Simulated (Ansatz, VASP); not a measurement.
Mo2PbAu2 in VASP and in Ansatz

```xyz
10
Lattice="7.3263 0.0000 0.0000 0.0000 7.3263 0.0000 0.0000 0.0000 3.6246" Properties=species:S:1:pos:R:3 pbc="T T T"
Au    2.7598    6.4229    0.0000
Au    0.9033    2.7598    0.0000
Au    4.5665    0.9033    0.0000
Au    6.4229    4.5665    0.0000
Pb    0.0000    0.0000    0.0000
Pb    3.6631    3.6631    0.0000
Mo    1.3026    4.9657    1.8123
Mo    2.3605    1.3026    1.8123
Mo    6.0236    2.3605    1.8123
Mo    4.9657    6.0236    1.8123
```

Alike in both runs: task single point; functional LDA; k mesh 3 × 3 × 5; collinear spin.

|  | VASP | Ansatz |
| --- | --- | --- |
| version | VASP 6.6.1 | Ansatz 0.2.0 |
| potentials or method | VASP PAW LDA potentials, release 64 (Au, Pb_d, Mo_sv), cutoff 520 eV | PAW plane waves |
| occupations | fermi-dirac, width 0.1 eV | fermi-dirac |
| valence electrons in the cell | 128 | 160 |

VASP gave:

| Item | Value |
| --- | --- |
| gap on the k mesh at the Fermi level (eV) | none |
| pressure (GPa) | -9.9 |
| traceless stress, the component that is largest in VASP (GPa) | -2.38 |
| rms of the force components (eV/Å) | 0.409 |
| net moment per atom (μB) | 0.00 |

Task: Estimate Ansatz's values.

Result: gap on the k mesh at the Fermi level (eV): none; pressure (GPa): -10.2; traceless stress, the component that is largest in VASP (GPa): -2.45; rms of the force components (eV/Å): 0.411; net moment per atom (μB): 0.00.

LDA's correlation is that of Perdew and Zunger in VASP and of Perdew and Wang (1992) in Ansatz. Atom by atom the forces differ by 0.002 eV/Å (rms over components). A gap of «none» marks a metal or a gap that the smearing closes. VASP's potentials hold 128 valence electrons a cell and Ansatz's 160, so a difference there can come from the potentials and not from the codes. Ansatz's warnings: seeded moment not kept.

Spin-orbit coupling is off throughout.
